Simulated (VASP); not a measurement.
# Ge2Sb2Te5 (P-3m1) in VASP: a series of runs

Runs on Ge2Sb2Te5. Level: PBE. Tasks: single point.

Everything below comes from runs of VASP 6.6.1. Logs are shortened: lines on timing, memory, paths and dates and some standing lists are left out, and cuts for length are marked.

## 1. The cell of the first run

Symmetry: P-3m1, No. 164, trigonal system. Conventional cell: a = 4.294 Å, b = 4.294 Å, c = 17.101 Å, α = 90.00°, β = 90.00°, γ = 120.00°. Te (site symmetry 3m) has 3 Sb at 3.01 Å and 3 Te at 3.70 Å within 4.0 Å. Within 3.9 Å of Te (site symmetry 3m) lie 3 Ge at 3.00 Å and 3 Sb at 3.20 Å. Within 4.0 Å of Te (site symmetry -3m) lie 6 Ge at 3.04 Å. Within 4.0 Å of Sb (site symmetry 3m) lie 6 Te at 3.01 to 3.20 Å. Within 3.9 Å of Ge (site symmetry 3m) lie 6 Te at 3.00 to 3.04 Å.

## 2. Single point, PBE

File INCAR:

```
ALGO = Normal
EDIFF = 1E-7
ENCUT = 520
GGA = PE
ISIF = 2
ISMEAR = 0
LASPH = True
LCHARG = False
LREAL = False
LWAVE = False
NBANDS = 44
NELM = 80
PREC = Accurate
SIGMA = 0.011
```

File KPOINTS:

```
k-points
0
Gamma
  7 7 2
```

File POSCAR:

```
Ge2Sb2Te5
1.0
    4.2940644248      0.0000000000      0.0000000000
   -2.1470322124      3.7187688774      0.0000000000
    0.0000000000      0.0000000000     17.1013460000
Te Sb Ge
5 2 2
Direct
    0.6666666667      0.3333333333      0.4198920000
    0.3333333333      0.6666666667      0.5801080000
    0.3333333333      0.6666666667      0.2015420000
    0.6666666667      0.3333333333      0.7984580000
    0.0000000000      0.0000000000      0.0000000000
    0.0000000000      0.0000000000      0.3200680000
    0.0000000000      0.0000000000      0.6799320000
    0.6666666667      0.3333333333      0.1028950000
    0.3333333333      0.6666666667      0.8971050000
```

Potentials or basis: VASP PAW PBE potentials, release 64 (Te, Sb, Ge_d).

The run is started by

```
> cat potpaw_PBE.64/Te/POTCAR potpaw_PBE.64/Sb/POTCAR potpaw_PBE.64/Ge_d/POTCAR > POTCAR
> mpirun -np 1 vasp_std > vasp.out
```

OUTCAR:

```text
EDIFF = 1E-7
   ENCUT = 520
   GGA = PE
   ISIF = 2
   ISMEAR = 0
   LASPH = True
   LREAL = False
   NELM = 80
   PREC = Accurate

 ion  position               nearest neighbor table
   1  0.667  0.333  0.420-   6 3.01   6 3.01   6 3.01
   2  0.333  0.667  0.580-   7 3.01   7 3.01   7 3.01
   3  0.333  0.667  0.202-   8 3.00   8 3.00   8 3.00   6 3.20   6 3.20   6 3.20
   4  0.667  0.333  0.798-   9 3.00   9 3.00   9 3.00   7 3.20   7 3.20   7 3.20
   5  0.000  0.000  0.000-   8 3.04   9 3.04   8 3.04   9 3.04   8 3.04   9 3.04
   6  0.000  0.000  0.320-   1 3.01   1 3.01   1 3.01   3 3.20   3 3.20   3 3.20
   7  0.000  0.000  0.680-   2 3.01   2 3.01   2 3.01   4 3.20   4 3.20   4 3.20
   8  0.667  0.333  0.103-   3 3.00   3 3.00   3 3.00   5 3.04   5 3.04   5 3.04
   9  0.333  0.667  0.897-   4 3.00   4 3.00   4 3.00   5 3.04   5 3.04   5 3.04

  LATTYP: Found a hexagonal cell.
 ALAT       =     4.2940644248
 C/A-ratio  =     3.9825545936

  Lattice vectors:

 A1 = (   4.2940644248,   0.0000000000,   0.0000000000)
 A2 = (  -2.1470322124,   3.7187688774,   0.0000000000)
 A3 = (   0.0000000000,   0.0000000000,  17.1013460000)

Analysis of symmetry for initial positions (statically):
=====================================================================
 Subroutine PRICEL returns:
 Original cell was already a primitive cell.

 Routine SETGRP: Setting up the symmetry group for a
 hexagonal supercell.

 Subroutine GETGRP returns: Found 12 space group operations
 (whereof 12 operations were pure point group operations)
 out of a pool of 24 trial point group operations.

The static configuration has the point symmetry D_3d.

Analysis of symmetry for dynamics (positions and initial velocities):
=====================================================================
 Subroutine PRICEL returns:
 Original cell was already a primitive cell.

 Routine SETGRP: Setting up the symmetry group for a
 hexagonal supercell.

 Subroutine GETGRP returns: Found 12 space group operations
 (whereof 12 operations were pure point group operations)
 out of a pool of 24 trial point group operations.

The dynamic configuration has the point symmetry D_3d.

 Subroutine INISYM returns: Found 12 space group operations
 (whereof 12 operations are pure point group operations),
 and found     1 'primitive' translations
[... 103 lines left out ...]
   NSW    =      0    number of steps for IOM
   IBRION =     -1    ionic relax: 0-MD 1-quasi-New 2-CG
   NFREE  =      0    steps in history (QN), initial steepest desc. (CG)
   ISIF   =      2    stress and relaxation
   ISYM   =      2    0-nonsym 1-usesym 2-fastsym
   POTIM  = 0.5000    time-step for ionic-motion
   TEBEG  =    0.0;   TEEND  =   0.0 temperature during run
   PSTRESS=    0.0 pullay stress
   NELECT =      68.0000    total number of electrons
   NUPDOWN=      -1.0000    fix difference up-down
   EMIN   =  10.00;   EMAX   =-10.00  energy-range for DOS
   EFERMI =   0.00;   METHOD = LEGACY
   ISMEAR =     0;   SIGMA  =   0.01  broadening in eV -4-tet -1-fermi 0-gaus
   EFERMI_NEDOS =   21; number of points for ismear=-14 and -15
   IALGO  =     38    algorithm
   IMIX   =      4    mixing-type and parameters
     AMIX     =   0.40;   BMIX     =  1.00
     AMIX_MAG =   1.60;   BMIX_MAG =  1.00
  volume/ion in A,a.u.               =      30.34       204.76
  Fermi-wavevector in a.u.,A,eV,Ry     =   1.029940  1.946304 14.432730  1.060776
  Thomas-Fermi vector in A             =   2.164013
   LORBIT       =      0    0 simple, 1 ext, 2 COOP (PROOUT), +10 PAW based schemes
   GGA     = PE    functional components
   LHFCALC =     F    Hartree Fock is set to
   AEXX    =    0.0000 exact exchange contribution
   IVDW    =     0    specifies the selected vdW correction
   LEPSILON=     F    determine dielectric tensor
   LRPA    =     F    only Hartree local field effects (RPA)
 non-spin polarized calculation
 Gauss-broadening in eV      SIGMA  =   0.01
  energy-cutoff  :      520.00
  volume of cell :      273.09
 maximum number of plane-waves:      7382
 NGX is ok and might be reduce to    32
   NGX = 15   NGY = 15   NGZ = 63

 number of electron      67.9999999 magnetization

 Free energy of the ion-electron system (eV)
  ---------------------------------------------------
  ext. energy  EPLUGINS =         0.00000000
  ---------------------------------------------------
  free energy    TOTEN  =       -33.96716824 eV

  energy without entropy =      -33.96716824  energy(sigma->0) =      -33.96716824

 E-fermi :   6.2846     XC(G=0):  -9.4255

 val. band max:        6.2305994409   @ k =   0.0000   0.0000   0.0000
 cond. band min:       6.5004579944   @ k =   0.0000   0.0000   0.0000
 fundamental gap:      0.2698585535
 Fermi energy:         6.2845940067

 k-point     1 :       0.0000    0.0000    0.0000
  band No.  band energies     occupation
      1     -18.7383      2.00000
      2     -18.7383      2.00000
      3     -18.7377      2.00000
      4     -18.7377      2.00000
      5     -18.7338      2.00000
      6     -18.7335      2.00000
[... 741 lines left out ...]
     43       9.8803      0.00000
     44      10.7047      0.00000

------------------------ aborting loop because EDIFF is reached ----------------------------------------

  FORCE on cell =-STRESS in cart. coord.  units (eV):
  Direction    XX          YY          ZZ          XY          YZ          ZX
  --------------------------------------------------------------------------------------
  -------------------------------------------------------------------------------------
  Total        0.5150848      0.5150848      0.5812678     -0.0000000     -0.0000000      0.0000000
  in kB        3.0219781      3.0219781      3.4102702     -0.0000000     -0.0000000      0.0000000
  external PRESSURE =       3.1514088 kB  Pullay stress =       0.0000000 kB

 VOLUME and BASIS-vectors are now :
 -----------------------------------------------------------------------------
  energy-cutoff  :      520.00
  volume of cell :      273.09
      direct lattice vectors                 reciprocal lattice vectors
     4.294064425  0.000000000  0.000000000     0.232879599  0.134453099  0.000000000
    -2.147032212  3.718768877  0.000000000     0.000000000  0.268906198  0.000000000
     0.000000000  0.000000000 17.101346000     0.000000000  0.000000000  0.058474929

 POSITION                                       TOTAL-FORCE (eV/Angst)
 -----------------------------------------------------------------------------------
      2.14703      1.23959      7.18072         0.000000     -0.000000     -0.036089
     -0.00000      2.47918      9.92063        -0.000000      0.000000      0.036089
     -0.00000      2.47918      3.44664        -0.000000     -0.000000     -0.032425
      2.14703      1.23959     13.65471         0.000000      0.000000      0.032425
      0.00000      0.00000      0.00000         0.000000      0.000000      0.000000
      0.00000      0.00000      5.47359         0.000000     -0.000000     -0.087327
      0.00000      0.00000     11.62775         0.000000      0.000000      0.087327
      2.14703      1.23959      1.75964        -0.000000      0.000000     -0.090550
     -0.00000      2.47918     15.34170         0.000000     -0.000000      0.090550
 -----------------------------------------------------------------------------------
    total drift:                               -0.000000      0.000000     -0.000000

  FREE ENERGIE OF THE ION-ELECTRON SYSTEM (eV)
  ---------------------------------------------------
  free  energy   TOTEN  =       -33.9671682410 eV

  energy  without entropy=      -33.9671682410  energy(sigma->0) =      -33.96716824
```

OSZICAR:

```text
N       E                     dE             d eps       ncg     rms          rms(c)
DAV:   1     0.600085273838E+03    0.60009E+03   -0.27418E+04  1760   0.207E+03
DAV:   2     0.655524842866E+02   -0.53453E+03   -0.51147E+03  1484   0.588E+02
DAV:   3    -0.275277424358E+02   -0.93080E+02   -0.89627E+02  1688   0.153E+02
[... 17 lines left out ...]
DAV:  21    -0.339671665079E+02    0.10785E-04   -0.50587E-05  1564   0.201E-02    0.395E-02
DAV:  22    -0.339671673948E+02   -0.88683E-06   -0.67188E-06  1784   0.961E-03    0.316E-02
DAV:  23    -0.339671667029E+02    0.69187E-06   -0.15202E-06  1872   0.705E-03    0.293E-02
DAV:  24    -0.339671683449E+02   -0.16420E-05   -0.35313E-06  1424   0.698E-03    0.303E-02
DAV:  25    -0.339671682152E+02    0.12977E-06   -0.53561E-07  1472   0.354E-03    0.283E-02
DAV:  26    -0.339671682410E+02   -0.25796E-07   -0.37542E-08   832   0.109E-03
   1 F= -.33967168E+02 E0= -.33967168E+02  d E =-.217550E-14
```

It took 4.1 min on 1 thread of Intel Xeon 6975P-C (Granite Rapids), shared host; peak memory 0.45 GiB.

What came out:

```yaml
Free_energy: -33.9672 eV
Pressure: 0.3 GPa
Largest_force: 0.091 eV/Å
Band_gap_on_the_k_mesh: 0.27 eV
```

Forces on the atoms (eV/Å):
```
Te   0.000  0.000 -0.036
Te   0.000  0.000  0.036
Te   0.000  0.000 -0.032
Te   0.000  0.000  0.032
Te   0.000  0.000  0.000
Sb   0.000  0.000 -0.087
Sb   0.000  0.000  0.087
Ge   0.000  0.000 -0.091
Ge   0.000  0.000  0.091
```

Caveat: spin-orbit coupling is left out, which moves the levels of the heavy elements.

## 3. Single point, PBE

File INCAR:

```
SYSTEM = Ge2Sb2Te5
PREC = Accurate
ENCUT = 520
EDIFF = 1E-7
ISMEAR = 0
SIGMA = 0.013000000000000001
LREAL = .False.
LASPH = .True.
NELM = 60
ALGO = Normal
ISIF = 2
LWAVE = .False.
LCHARG = .False.
GGA = PE
NBANDS = 44
```

File KPOINTS:

```
Automatic mesh
0
Gamma
  7 7 2
  0 0 0
```

POSCAR is that of step 2.

Potentials or basis: VASP PAW PBE potentials, release 64 (Te, Sb, Ge_d).

The run is started by

```
> cat potpaw_PBE.64/Te/POTCAR potpaw_PBE.64/Sb/POTCAR potpaw_PBE.64/Ge_d/POTCAR > POTCAR
> mpirun -np 1 vasp_std > vasp.out
```

It took 5.8 min on 1 thread of Intel Xeon Platinum 8259CL at 2.50GHz (Skylake/Cascade Lake), shared host; peak memory 0.44 GiB.

The run converged. Its results:

| Item | Value |
| --- | --- |
| Free energy | -33.9672 eV |
| Pressure | 0.3 GPa |
| Largest force | 0.091 eV/Å |
| Band gap on the k mesh | 0.27 eV |

Forces in eV/Å, atoms in the order of the input:
```
Te   0.000  0.000 -0.036
Te   0.000  0.000  0.036
Te   0.000  0.000 -0.032
Te   0.000  0.000  0.032
Te   0.000  0.000  0.000
Sb   0.000  0.000 -0.087
Sb   0.000  0.000  0.087
Ge   0.000  0.000 -0.091
Ge   0.000  0.000  0.091
```

Levels at points of the mesh, in eV from the valence-band top:
```tsv
k point	band 30	band 31	band 32	band 33	band 34	band 35	band 36	band 37	band 38	band 39
(0.00, 0.00, 0.00)	-1.27	-1.27	-1.16	-0.83	0.00	0.27	0.27	0.32	0.91	0.91
(0.00, 0.00, 0.50)	-1.43	-1.35	-1.35	-0.71	-0.13	0.49	0.49	0.56	0.56	0.56
```

Caveat: spin-orbit coupling is left out, which moves the levels of the heavy elements.
